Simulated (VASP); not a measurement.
Runs of VASP 6.6.1 on MgO. The structure is that of space group Fm-3m (No. 225), or close to it. The cells are those of the table. 

```csv
cell,gap on the mesh (eV),pressure (GPa)
"a = 3.020, b = 3.065, c = 3.065 Å, angles 59.0, 60.5, 60.5°, 2 atoms",(c),-9.8
"a = 3.020, b = 3.042, c = 3.042 Å, angles 59.5, 60.2, 60.2°, 2 atoms",4.09,-8.2
"a = 3.020, b = 3.100, c = 3.100 Å, angles 58.3, 60.9, 60.9°, 2 atoms",3.72,-11.8
"a = 3.020, b = 3.088, c = 3.088 Å, angles 58.5, 60.7, 60.7°, 2 atoms",3.79,-11.2
"a = 3.020, b = 2.997, c = 2.997 Å, angles 60.5, 59.8, 59.8°, 2 atoms",(a),-4.2
"a = 3.020, b = 2.975, c = 2.975 Å, angles 61.0, 59.5, 59.5°, 2 atoms",4.50,-1.7
"a = 3.020, b = 3.111, c = 3.111 Å, angles 58.1, 61.0, 61.0°, 2 atoms",3.65,(b)
```

Alike in all rows: task single point; level PBEsol; potentials or basis VASP PAW PBE potentials, release 64 (Mg, O); no spin polarisation; k mesh 10 × 10 × 10; cutoff (eV) 520; smearing gaussian 0.05 eV.

Estimate the missing entries.

(a) 4.37; (b) -12.4; (c) 3.94.

Caveats: the PAW data sets were made with another functional, which shifts forces and pressure a little.

